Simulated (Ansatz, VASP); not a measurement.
**Two plane-wave programs on TiSi2**

The input INCAR:

```
SYSTEM = TiSi2
ALGO = Normal ; EDIFF = 1E-7
ENCUT = 520 ; GGA = PS
ISIF = 2 ; ISMEAR = 0
LASPH = .True. ; LCHARG = .False.
LREAL = .False. ; LWAVE = .False.
NBANDS = 29 ; NELM = 100
PREC = Accurate ; SIGMA = 0.15
```

KPOINTS

```
k-points
0
Gamma
  14 14 14
  0 0 0
```

The input POSCAR:

```
TiSi2
1.0
    1.7585248000     -6.2736765069      0.0000000000
    1.7585248000      6.2736765069      0.0000000000
    0.0000000000      0.0000000000      3.5556151813
Ti Si
2 4
Direct
    0.8975172580      0.1024827420      0.7500000000
    0.1024827420      0.8975172580      0.2500000000
    0.5599863193      0.4400136807      0.7500000000
    0.4400136807      0.5599863193      0.2500000000
    0.2497198030      0.7502801970      0.7500000000
    0.7502801970      0.2497198030      0.2500000000
```

Input for Ansatz:

```yaml
crystal:
  lattice:
    - [1.7585248, -6.2736765069, 0.0]
    - [1.7585248, 6.2736765069, 0.0]
    - [0.0, 0.0, 3.5556151813]
  atoms:
    - { symbol: Ti, position: [0.897517258, 0.102482742, 0.75] }
    - { symbol: Ti, position: [0.102482742, 0.897517258, 0.25] }
    - { symbol: Si, position: [0.5599863193, 0.4400136807, 0.75] }
    - { symbol: Si, position: [0.4400136807, 0.5599863193, 0.25] }
    - { symbol: Si, position: [0.249719803, 0.750280197, 0.75] }
    - { symbol: Si, position: [0.750280197, 0.249719803, 0.25] }
basis:
  ecutwfc: 420
kpoints:
  mp_grid: { grid: [14, 14, 14] }
hamiltonian:
  xc: pbesol
scf:
  occupations: { method: gaussian, width: 0.15 }
output:
  forces: true
  stress: true
  eigenvalues: true
```

Change from the starting cell: strain -0.0600 x Voigt [0, 1, 0, 0, 0, 0], atoms carried along.

Alike in both runs: task single point; functional PBEsol; k mesh 14 × 14 × 14; occupations gaussian, width 0.15 eV; no spin polarisation.

|  | VASP | Ansatz |
| --- | --- | --- |
| version | VASP 6.6.1 | Ansatz 0.2.0 |
| potentials or method | VASP PAW PBE potentials, release 64 (Ti_sv, Si), cutoff 520 eV | scalar-relativistic, plane waves, PAW |
| valence electrons in the cell | 40 | 40 |

```csv
,VASP,Ansatz,Ansatz less VASP
gap on the k mesh at the Fermi level (eV),none,none,-
pressure (GPa),9.8,9.7,-0.15
"traceless stress, the component that is largest in VASP (GPa)",10.06,10.10,+0.033
rms of the force components (eV/Å),0.324,0.324,-0.0002
```

VASP's potentials were made for PBE, not for PBEsol. Atom by atom the forces differ by 0.001 eV/Å (rms over components). A gap of «none» marks a metal or a gap that the smearing closes.
